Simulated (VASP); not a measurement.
Input of a VASP 6.6.1 run:

Contents of INCAR:

```
SYSTEM = Fe
PREC = Accurate
ENCUT = 520
EDIFF = 1E-7
ISMEAR = -1
SIGMA = 0.1
LREAL = .FALSE.
LASPH = .TRUE.
NELM = 80
ALGO = Normal
ISIF = 2
LWAVE = .FALSE.
LCHARG = .FALSE.
GGA = RE
NBANDS = 10
```

The input KPOINTS:

```
Automatic mesh
0
G
  17 17 17
  0 0 0
```

The input POSCAR:

```
Fe
1.0
    0.0000000000      1.7109345405      1.7109345405
    1.7109345405      0.0000000000      1.7109345405
    1.7109345405      1.7109345405      0.0000000000
Fe
1
Direct
    0.0000000000      0.0000000000      0.0000000000
```

Potentials or basis: VASP PAW PBE potentials, release 64 (Fe).

Run with:

```bash
$ cat potpaw_PBE.64/Fe/POTCAR > POTCAR
$ mpirun -np 1 vasp_std > vasp.out
```

Predict the pressure.

11.5 GPa.

What does it give for the band gap on the k mesh?

Zero (band 4 reaches 8.41 eV, above the bottom of band 5 at 6.36 eV).

Caveat: the PAW data sets were made with another functional, which shifts forces and pressure a little; the run has no spin polarisation, though such a crystal can be magnetic. Spin polarisation is off, so any magnetic state and its effect on volume and gap are missing.
